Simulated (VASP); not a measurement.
Input of a VASP 6.6.1 run:

The input INCAR:

```
PREC = Accurate ; ENCUT = 520
EDIFF = 1E-6 ; ISMEAR = 0
SIGMA = 0.01 ; LREAL = False
LASPH = True ; NELM = 80
ALGO = Normal ; ISIF = 2
LWAVE = False ; LCHARG = True
GGA = PE ; LELF = True
LVHAR = True ; NBANDS = 34
```

File KPOINTS:

```
regular mesh
0
Gamma
  8 8 8
```

File POSCAR:

```
FeSi
1.0
    4.4479696592      0.0000000000      0.0000000000
    0.0000000000      4.4479696592      0.0000000000
    0.0000000000      0.0000000000      4.4479696592
Fe Si
4 4
Direct
    0.1359900669      0.1359900669      0.1359900669
    0.3640099331      0.8640099331      0.6359900669
    0.6359900669      0.3640099331      0.8640099331
    0.8640099331      0.6359900669      0.3640099331
    0.8407102842      0.8407102842      0.8407102842
    0.6592897158      0.1592897158      0.3407102842
    0.3407102842      0.6592897158      0.1592897158
    0.1592897158      0.3407102842      0.6592897158
```

Potentials or basis: VASP PAW PBE potentials, release 64 (Fe, Si).

Launch:

```console
$ cat potpaw_PBE.64/Fe/POTCAR potpaw_PBE.64/Si/POTCAR > POTCAR
$ mpirun -np 1 vasp_std > vasp.out
```

Problem. Estimate the pressure.

Solution. 0.2 GPa.

Problem. What does it give for the band gap on the k mesh?

Solution. 0.16 eV, indirect (least direct gap 0.17 eV).

Forces in eV/Å, atoms in the order of the input:
```
Fe   0.021  0.021  0.021
Fe  -0.021 -0.021  0.021
Fe   0.021 -0.021 -0.021
Fe  -0.021  0.021 -0.021
Si   0.002  0.002  0.002
Si  -0.002 -0.002  0.002
Si   0.002 -0.002 -0.002
Si  -0.002  0.002 -0.002
```

A k mesh can miss the band edges. Spin polarisation is off, so any magnetic state and its effect on volume and gap are missing.
